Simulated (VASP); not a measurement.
Set up this calculation in VASP 6.6.1, as the native input.

```
Task                   : single point
Functional             : PBEsol
Potentials or basis    : VASP PAW PBE potentials, release 64 (O_h)
Cutoff                 : 1000 eV
k mesh                 : 1 × 1 × 1
Occupations            : fermi-dirac, width 0.02 eV
Spin                   : collinear spin, ferromagnetic start
Starting moments       : [1.0, 1.0] μB
Dipole correction      : no
Further INCAR settings : ALGO = Normal; EDIFF = 1e-06; NBANDS = 17; NELMDL = -8
```

The structure of O2 lies in POSCAR:

```
O
1.0
    9.0000000000      0.0000000000      0.0000000000
    0.0000000000      9.5000000000      0.0000000000
    0.0000000000      0.0000000000     10.0000000000
O
2
Direct
    0.5000000000      0.5000000000      0.4394958661
    0.5000000000      0.5000000000      0.5605041339
```

The input as run:

INCAR

```
ALGO = Normal ; EDIFF = 1E-6
ENCUT = 1000 ; GGA = PS
GGA_COMPAT = False ; ISIF = 2
ISMEAR = -1 ; ISPIN = 2
LASPH = True ; LCHARG = False
LORBIT = 11 ; LREAL = False
LWAVE = False ; MAGMOM = 1 1
NBANDS = 17 ; NELM = 200
NELMDL = -8 ; PREC = Accurate
SIGMA = 0.02
```

KPOINTS

```
k-points
0
Gamma
  1 1 1
```

Potentials or basis: VASP PAW PBE potentials, release 64 (O_h).

The run is started by

```sh
$ cat potpaw_PBE.64/O_h/POTCAR > POTCAR
$ mpirun -np 1 vasp_gam > vasp.out
```

It gave:

| Quantity | Value |
| --- | --- |
| Largest force | 0.199 eV/Å |
| Gap between the frontier levels | 2.27 eV |
| Net moment | 2.00 μB per cell |
| Site moments | O +0.62 μB |
| Valence electrons inside the program's atomic spheres | O 3.30 |

Caveat: the PAW data sets were made with another functional, which shifts forces and pressure a little.

Wall time 3 min on 1 thread of AMD EPYC 9R45 96-Core Processor (Zen 5), with other jobs on the host, peak memory 2.1 GiB.
